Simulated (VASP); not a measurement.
# La (Im-3m) in VASP: further runs

Runs on La. Level: PBE. Tasks: single point.

All numbers are computed with VASP 6.6.1; they aren't measurements. Logs are shortened: lines on timing, memory, paths and dates and some standing lists are left out, and cuts for length are marked.

## 1. The cell of the first run

The structure is cubic, space group Im-3m (No. 229). Conventional cell: a = 3.401 Å, b = 3.401 Å, c = 3.401 Å, α = 90.00°, β = 90.00°, γ = 90.00°. La (site symmetry m-3m) has 14 La at 2.95 to 3.40 Å within 3.9 Å.

This isn't the form of La at room conditions, which is double hcp.

## 2. Single point, PBE (19.66 Å³/atom)

Contents of INCAR:

```
PREC     = Accurate       # precision mode
ENCUT    = 520            # plane-wave cutoff, eV
EDIFF    = 1E-7           # SCF threshold, eV
ISMEAR   = -1             # smearing method
SIGMA    = 0.08           # smearing width, eV
LREAL    = False          # projectors in reciprocal space
LASPH    = True           # aspherical terms in the spheres
NELM     = 60             # most SCF steps
ALGO     = Normal         # electronic algorithm
ISIF     = 2              # what is computed and relaxed
LWAVE    = False          # write WAVECAR
LCHARG   = False          # write CHGCAR
GGA      = PE             # functional
NBANDS   = 12             # bands
```

Contents of KPOINTS:

```
Automatic mesh
0
Gamma
  13 13 13
```

Contents of POSCAR:

```
La
1.0
   -1.7003541914      1.7003541914      1.7003541914
    1.7003541914     -1.7003541914      1.7003541914
    1.7003541914      1.7003541914     -1.7003541914
La
1
Direct
    0.0000000000      0.0000000000      0.0000000000
```

Potentials or basis: VASP PAW PBE potentials, release 64 (La).

The run is started by

```
> cat potpaw_PBE.64/La/POTCAR > POTCAR
> mpirun -np 1 vasp_std > vasp.out
```

OUTCAR:

```text
PREC = Accurate
   ENCUT = 520
   EDIFF = 1E-7
   ISMEAR = -1
   LREAL = False
   LASPH = True
   NELM = 60
   ISIF = 2
   GGA = PE

 ion  position               nearest neighbor table
   1  0.000  0.000  0.000-

  LATTYP: Found a body centered cubic cell.
 ALAT       =     3.4007083828

  Lattice vectors:

 A1 = (  -1.7003541914,   1.7003541914,   1.7003541914)
 A2 = (   1.7003541914,  -1.7003541914,   1.7003541914)
 A3 = (   1.7003541914,   1.7003541914,  -1.7003541914)

Analysis of symmetry for initial positions (statically):
=====================================================================
 Subroutine PRICEL returns:
 Original cell was already a primitive cell.

 Routine SETGRP: Setting up the symmetry group for a
 body centered cubic supercell.

 Subroutine GETGRP returns: Found 48 space group operations
 (whereof 48 operations were pure point group operations)
 out of a pool of 48 trial point group operations.

The static configuration has the point symmetry O_h .

Analysis of symmetry for dynamics (positions and initial velocities):
=====================================================================
 Subroutine PRICEL returns:
 Original cell was already a primitive cell.

 Routine SETGRP: Setting up the symmetry group for a
 body centered cubic supercell.

 Subroutine GETGRP returns: Found 48 space group operations
 (whereof 48 operations were pure point group operations)
 out of a pool of 48 trial point group operations.

The dynamic configuration has the point symmetry O_h .

 Subroutine INISYM returns: Found 48 space group operations
 (whereof 48 operations are pure point group operations),
 and found     1 'primitive' translations

----------------------------------------------------------------------------------------

                                     Primitive cell

  volume of cell :      19.6643

  direct lattice vectors                    reciprocal lattice vectors
    -1.700354191  1.700354191  1.700354191     0.000000000  0.294056381  0.294056381
     1.700354191 -1.700354191  1.700354191     0.294056381  0.000000000  0.294056381
     1.700354191  1.700354191 -1.700354191     0.294056381  0.294056381  0.000000000

  length of vectors
     2.945099850  2.945099850  2.945099850     0.415858522  0.415858522  0.415858522

  position of ions in fractional coordinates (direct lattice)
     0.000000000  0.000000000  0.000000000

  ion indices of the primitive-cell ions
   primitive index   ion index
                 1           1

----------------------------------------------------------------------------------------

 KPOINTS: Automatic mesh

Automatic generation of k-mesh.
 Grid dimensions read from file:
 generate k-points for:   13   13   13

 Generating k-lattice:

  Cartesian coordinates                     Fractional coordinates (reciprocal lattice)
     0.000000000  0.022619722  0.022619722     0.076923077  0.000000000  0.000000000
     0.022619722  0.000000000  0.022619722     0.000000000  0.076923077  0.000000000
     0.022619722  0.022619722  0.000000000     0.000000000  0.000000000  0.076923077

  Length of vectors
     0.031989117  0.031989117  0.031989117

  Shift w.r.t. Gamma in fractional coordinates (k-lattice)
     0.000000000  0.000000000  0.000000000

 Subroutine IBZKPT returns following result:
 ===========================================

 Found     84 irreducible k-points:

 Following reciprocal coordinates:
            Coordinates               Weight
  0.000000  0.000000  0.000000      1.000000
  0.076923  0.000000  0.000000     12.000000
  0.153846  0.000000  0.000000     12.000000
  0.230769  0.000000  0.000000     12.000000
  0.307692  0.000000  0.000000     12.000000
  0.384615  0.000000  0.000000     12.000000
[... 16 lines left out ...]
  0.153846  0.076923  0.076923     24.000000
  0.230769  0.076923  0.076923     24.000000
 [... further k-points ...]
   k-points           NKPTS =     84   k-points in BZ     NKDIM =     84   number of bands    NBANDS=     12
   number of dos      NEDOS =    301   number of ions     NIONS =      1
   total plane-waves  NPLWV =  13824
   dimension x,y,z NGX =    24 NGY =   24 NGZ =   24
   dimension x,y,z NGXF=    48 NGYF=   48 NGZF=   48
   ions per type =               1
   NGX,Y,Z   is equivalent  to a cutoff of  13.55, 13.55, 13.55 a.u.
   NGXF,Y,Z  is equivalent  to a cutoff of  27.10, 27.10, 27.10 a.u.
 SYSTEM =  unknown system
   PREC   = accura    normal or accurate (medium, high low for compatibility)
   ISTART =      0    job   : 0-new  1-cont  2-samecut
   ICHARG =      2    charge: 1-file 2-atom 10-const
   ISPIN  =      1    spin polarized calculation?
   LNONCOLLINEAR =      F non collinear calculations
   LSORBIT =      F    spin-orbit coupling
   LASPH  =      T    aspherical Exc in radial PAW
   ENCUT  =  520.0 eV  38.22 Ry    6.18 a.u.   5.48  5.48  5.48*2*pi/ulx,y,z
   NELM   =     60;   NELMIN=  2; NELMDL= -5     # of ELM steps
[... 63 lines left out ...]
      7      17.5699      0.00000
      8      17.5699      0.00000
      9      17.9342      0.00000
     10      17.9342      0.00000
     11      17.9342      0.00000
     12      20.1799      0.00000

 k-point     2 :       0.0769    0.0000    0.0000
  band No.  band energies     occupation
      1     -17.5401      2.00000
      2       2.3779      2.00000
      3       2.7162      2.00000
      4       2.8447      2.00000
      5      15.9576      0.24585
      6      16.9873      0.00000
      7      17.0149      0.00000
      8      17.5415      0.00000
      9      18.1207      0.00000
     10      18.4131      0.00000
     11      18.4505      0.00000
     12      20.0864      0.00000

 k-point     3 :       0.1538    0.0000    0.0000
  band No.  band energies     occupation
      1     -17.2975      2.00000
      2       1.1728      2.00000
      3       2.3390      2.00000
      4       2.7993      2.00000
      5      15.6601      1.70505
      6      16.3085      0.00348
      7      17.4342      0.00000
      8      17.4968      0.00000
      9      18.4974      0.00000
     10      18.9133      0.00000
     11      19.0434      0.00000
     12      19.9459      0.00000

 k-point     4 :       0.2308    0.0000    0.0000
  band No.  band energies     occupation
      1     -16.9281      2.00000
      2      -0.3197      2.00000
      3       1.8554      2.00000
      4       2.7330      2.00000
      5      14.7319      2.00000
      6      15.6602      1.70462
      7      17.5080      0.00000
      8      18.1660      0.00000
      9      18.7994      0.00000
     10      19.2827      0.00000
     11      19.6343      0.00000
     12      19.8752      0.00000

 k-point     5 :       0.3077    0.0000    0.0000
  band No.  band energies     occupation
      1     -16.4927      2.00000
      2      -1.7597      2.00000
      3       1.3908      2.00000
      4       2.6600      2.00000
      5      13.9187      2.00000
      6      15.1309      1.99954
      7      17.6004      0.00000
      8      18.3938      0.00000
      9      18.9857      0.00000
     10      19.5305      0.00000
     11      19.8859      0.00000
     12      19.9435      0.00000
[... 228 lines left out ...]
      1     -15.5651      2.00000
      2      -2.4363      2.00000
      3      -1.5988      2.00000
      4       1.8177      2.00000
      5      14.5806      2.00000
      6      16.9666      0.00000
      7      17.7045      0.00000
      8      18.7933      0.00000
      9      19.3381      0.00000
     10      19.7780      0.00000
     11      19.8315      0.00000
     12      20.1475      0.00000

 k-point    22 :       0.0769    0.0769    0.0769
  band No.  band energies     occupation
      1     -17.1462      2.00000
      2       0.4857      2.00000
      3       2.4448      2.00000
      4       2.4448      2.00000
      5      15.9535      0.25721
      6      15.9535      0.25721
      7      16.8352      0.00000
      8      17.8911      0.00000
      9      18.8049      0.00000
     10      18.8049      0.00000
     11      19.4588      0.00000
     12      20.1821      0.00000

 k-point    23 :       0.1538    0.0769    0.0769
  band No.  band energies     occupation
      1     -16.7972      2.00000
      2      -0.7004      2.00000
      3       1.8257      2.00000
      4       2.3155      2.00000
      5      15.3985      1.98694
      6      15.6148      1.82114
      7      17.4943      0.00000
      8      17.9762      0.00000
      9      18.8744      0.00000
     10      19.0199      0.00000
     11      19.8936      0.00000
     12      20.1046      0.00000

 k-point    24 :       0.2308    0.0769    0.0769
  band No.  band energies     occupation
      1     -16.3894      2.00000
      2      -1.8453      2.00000
      3       1.1521      2.00000
      4       2.1785      2.00000
      5      14.8100      1.99999
      6      15.3791      1.98973
      7      17.9933      0.00000
      8      18.1705      0.00000
      9      18.9503      0.00000
     10      19.2838      0.00000
     11      19.9974      0.00000
     12      20.0575      0.00000

 [... further k-points ...]

------------------------ aborting loop because EDIFF is reached ----------------------------------------

  FORCE on cell =-STRESS in cart. coord.  units (eV):
  Direction    XX          YY          ZZ          XY          YZ          ZX
  --------------------------------------------------------------------------------------
  -------------------------------------------------------------------------------------
  Total        5.8778310      5.8778310      5.8778310     -0.0000000      0.0000000      0.0000000
  in kB      478.9051393    478.9051393    478.9051393     -0.0000000      0.0000000      0.0000000
  external PRESSURE =     478.9051393 kB  Pullay stress =       0.0000000 kB

 VOLUME and BASIS-vectors are now :
 -----------------------------------------------------------------------------
  energy-cutoff  :      520.00
  volume of cell :       19.66
      direct lattice vectors                 reciprocal lattice vectors
    -1.700354191  1.700354191  1.700354191     0.000000000  0.294056381  0.294056381
     1.700354191 -1.700354191  1.700354191     0.294056381  0.000000000  0.294056381
     1.700354191  1.700354191 -1.700354191     0.294056381  0.294056381  0.000000000

 POSITION                                       TOTAL-FORCE (eV/Angst)
 -----------------------------------------------------------------------------------
      0.00000      0.00000      0.00000        -0.000000      0.000000      0.000000
 -----------------------------------------------------------------------------------
    total drift:                                0.000000      0.000000     -0.000000

  FREE ENERGIE OF THE ION-ELECTRON SYSTEM (eV)
  ---------------------------------------------------
  free  energy   TOTEN  =        -3.2082299215 eV

  energy  without entropy=       -3.1800051518  energy(sigma->0) =       -3.19411754
```

It took 44 s on 1 thread of Intel Xeon 8259CL, shared host; peak memory 0.16 GiB.

Results:

* Free energy: -3.2082 eV
* Pressure: 47.9 GPa
* Band gap on the k mesh: zero (an odd number of electrons rules out a gap without spin polarisation)

Caveat: the cell stands under pressure; spin-orbit coupling is left out, which moves the levels of the heavy elements.

## 3. Single point, PBE (22.69 Å³/atom)

This run uses another cell than the first one, of 22.69 Å³/atom.

Contents of INCAR:

```
SYSTEM = La
  PREC = Accurate
  ENCUT = 520
  EDIFF = 1E-7
  ISMEAR = -1
  SIGMA = 0.08
  LREAL = .False.
  LASPH = .True.
  NELM = 100
  ALGO = Normal
  ISIF = 2
  LWAVE = .False.
  LCHARG = .False.
  GGA = PE
  NBANDS = 12
```

Contents of KPOINTS:

```
regular mesh
0
Gamma
  13 13 13
  0 0 0
```

Contents of POSCAR:

```
La
1.0
   -1.7834271145      1.7834271145      1.7834271145
    1.7834271145     -1.7834271145      1.7834271145
    1.7834271145      1.7834271145     -1.7834271145
La
1
Direct
    0.0000000000      0.0000000000      0.0000000000
```

Potentials or basis: VASP PAW PBE potentials, release 64 (La).

The run is started by

```
> cat potpaw_PBE.64/La/POTCAR > POTCAR
> mpirun -np 1 vasp_std > vasp.out
```

Wall time 52 s (1 thread of Intel Xeon 8259CL, shared host); peak memory 0.17 GiB.

It converged, with:

* Free energy: -3.8892 eV
* Pressure: 27.1 GPa
* Band gap on the k mesh: zero (an odd number of electrons rules out a gap without spin polarisation)

Levels at points of the mesh, in eV from the Fermi level:
| k point | band 2 | band 3 | band 4 | band 5 | band 6 | band 7 | band 8 | band 9 |
| --- | --- | --- | --- | --- | --- | --- | --- | --- |
| (0.00, 0.00, 0.00) | -13.76 | -13.76 | -13.76 | -1.45 | 1.87 | 1.87 | 1.87 | 1.99 |

Caveat: the cell stands under pressure; spin-orbit coupling is left out, which moves the levels of the heavy elements.

## 4. Single point, PBE (25.71 Å³/atom)

This run uses another cell than the first one, of 25.71 Å³/atom.

Contents of INCAR:

```
SYSTEM = La
PREC     = Accurate       ! precision mode
ENCUT    = 520            ! plane-wave cutoff, eV
EDIFF    = 1E-6           ! SCF threshold, eV
ISMEAR   = -1             ! smearing method
SIGMA    = 0.08           ! smearing width, eV
LREAL    = .FALSE.        ! projectors in reciprocal space
LASPH    = .TRUE.         ! aspherical terms in the spheres
NELM     = 80             ! most SCF steps
ALGO     = Normal         ! electronic algorithm
ISIF     = 2              ! what is computed and relaxed
LWAVE    = .FALSE.        ! write WAVECAR
LCHARG   = .FALSE.        ! write CHGCAR
GGA      = PE             ! functional
NBANDS   = 12             ! bands
```

Contents of KPOINTS:

```
Automatic mesh
0
G
  13 13 13
  0 0 0
```

Contents of POSCAR:

```
La
1.0
   -1.8594075325      1.8594075325      1.8594075325
    1.8594075325     -1.8594075325      1.8594075325
    1.8594075325      1.8594075325     -1.8594075325
La
1
Direct
    0.0000000000      0.0000000000      0.0000000000
```

The run is started by

```
> cat potpaw_PBE.64/La/POTCAR > POTCAR
> mpirun -np 1 vasp_std > vasp.out
```

It took 51 s on 1 thread of Intel Xeon 8259CL, shared host; peak memory 0.17 GiB.

The run converged. Its results:

- Free energy: -4.2882 eV
- Pressure: 16.3 GPa
- Band gap on the k mesh: zero (an odd number of electrons rules out a gap without spin polarisation)

Levels at points of the mesh, in eV from the Fermi level:
| k point | band 4 | band 5 | band 6 | band 7 | band 8 | band 9 |
| --- | --- | --- | --- | --- | --- | --- |
| (0.00, 0.00, 0.00) | -14.39 | -2.20 | 1.87 | 1.87 | 1.87 | 1.87 |

Caveat: the cell stands under pressure; spin-orbit coupling is left out, which moves the levels of the heavy elements.

## 5. Single point, PBE (28.74 Å³/atom)

This run uses another cell than the first one, of 28.74 Å³/atom.

Contents of INCAR:

```
SYSTEM = La
  PREC = Accurate
  ENCUT = 520
  EDIFF = 1E-6
  ISMEAR = -1
  SIGMA = 0.08
  LREAL = .False.
  LASPH = .True.
  NELM = 80
  ALGO = Normal
  ISIF = 2
  LWAVE = .False.
  LCHARG = .False.
  GGA = PE
  NBANDS = 12
```

Contents of KPOINTS:

```
Automatic mesh
0
Gamma
  13 13 13
  0 0 0
```

Contents of POSCAR:

```
La
1.0
   -1.9296393454      1.9296393454      1.9296393454
    1.9296393454     -1.9296393454      1.9296393454
    1.9296393454      1.9296393454     -1.9296393454
La
1
Direct
    0.0000000000      0.0000000000      0.0000000000
```

The run is started by

```
> cat potpaw_PBE.64/La/POTCAR > POTCAR
> mpirun -np 1 vasp_std > vasp.out
```

Wall time 84 s (1 thread of Intel Xeon 8259CL, shared host); peak memory 0.19 GiB.

The run converged. Its results:

| Property | Result |
| --- | --- |
| Free energy | -4.5346 eV |
| Pressure | 10.2 GPa |
| Band gap on the k mesh | zero (an odd number of electrons rules out a gap without spin polarisation) |

Levels at points of the mesh, in eV from the Fermi level:
| k point | band 2 | band 3 | band 4 | band 5 | band 6 | band 7 | band 8 | band 9 | band 10 | band 11 |
| --- | --- | --- | --- | --- | --- | --- | --- | --- | --- | --- |
| (0.00, 0.00, 0.00) | -14.87 | -14.87 | -14.87 | -2.65 | 1.77 | 1.77 | 1.77 | 1.82 | 1.82 | 1.82 |

Caveat: the cell stands under pressure; spin-orbit coupling is left out, which moves the levels of the heavy elements.

## 6. Single point, PBE (28.74 Å³/atom)

This run uses another cell than the first one, of 28.74 Å³/atom.

Contents of INCAR:

```
ALGO = Normal ; EDIFF = 1E-6
ENCUT = 520 ; GGA = PE
ISIF = 2 ; ISMEAR = -1
LASPH = T ; LCHARG = F
LREAL = F ; LWAVE = F
NBANDS = 12 ; NELM = 80
PREC = Accurate ; SIGMA = 0.08
```

Contents of KPOINTS:

```
k-points
0
Gamma
  13 13 13
```

POSCAR is that of step 5.

Potentials or basis: VASP PAW PBE potentials, release 64 (La).

The run is started by

```
> cat potpaw_PBE.64/La/POTCAR > POTCAR
> mpirun -np 1 vasp_std > vasp.out
```

Run time: 84 s. Hardware: 1 thread of Intel Xeon 8259CL, shared host; peak memory 0.19 GiB.

The run converged. Its results:

| Quantity | Value |
| --- | --- |
| Free energy | -4.5346 eV |
| Pressure | 10.2 GPa |
| Band gap on the k mesh | zero (an odd number of electrons rules out a gap without spin polarisation) |

Levels at points of the mesh, in eV from the Fermi level:
```csv
k point,band 3,band 4,band 5,band 6,band 7,band 8,band 9,band 10
"(0.00, 0.00, 0.00)",-14.87,-14.87,-2.65,1.77,1.77,1.77,1.82,1.82
```

Caveat: the cell stands under pressure; spin-orbit coupling is left out, which moves the levels of the heavy elements.

## 7. The runs side by side

| cell | gap on the mesh (eV) | pressure (GPa) |
| --- | --- | --- |
| a = 2.945 Å, angles 109.5°, 1 atom | none | 47.9 |
| a = 3.089 Å, angles 109.5°, 1 atom | none | 27.1 |
| a = 3.221 Å, angles 109.5°, 1 atom | none | 16.3 |
| a = 3.342 Å, angles 109.5°, 1 atom | none | 10.2 |

Alike in all rows: task single point; level PBE; potentials or basis VASP PAW PBE potentials, release 64 (La); no spin polarisation; k mesh 13 × 13 × 13; cutoff (eV) 520; smearing fermi-dirac 0.08 eV.

Caveats: the cell stands under pressure; spin-orbit coupling is left out, which moves the levels of the heavy elements.

Total energies depend on the potentials used, so only differences within one code and one set of settings carry meaning.
